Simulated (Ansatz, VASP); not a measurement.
# Two plane-wave programs on ZnSe

```
Zn Se
1.0
     0.00000    2.83400    2.83400
     2.83400    0.00000    2.83400
     2.83400    2.83400    0.00000
Zn Se
1 1
Direct
  0.00000 0.00000 0.00000
  0.25000 0.25000 0.25000
```

Alike in both runs: task single point; functional PBEsol; k mesh 8 × 8 × 8; no spin polarisation.

```csv
,VASP,Ansatz
version,VASP 6.6.1,Ansatz 0.2.0
potentials or method,"VASP PAW PBE potentials, release 64 (Zn, Se), cutoff 500 eV","scalar-relativistic, plane waves, PAW"
occupations,"gaussian, width 0.01 eV",fixed
valence electrons in the cell,18,28
```

```csv
,VASP,Ansatz,Ansatz less VASP
gap on the k mesh at the Fermi level (eV),1.17,1.16,-0.007
least direct gap on the mesh (eV),1.17,1.16,-0.007
```

VASP's potentials were made for PBE, not for PBEsol, and Ansatz warns of the same on its side. VASP's potentials hold 18 valence electrons a cell and Ansatz's 28, so a difference there can come from the potentials and not from the codes.
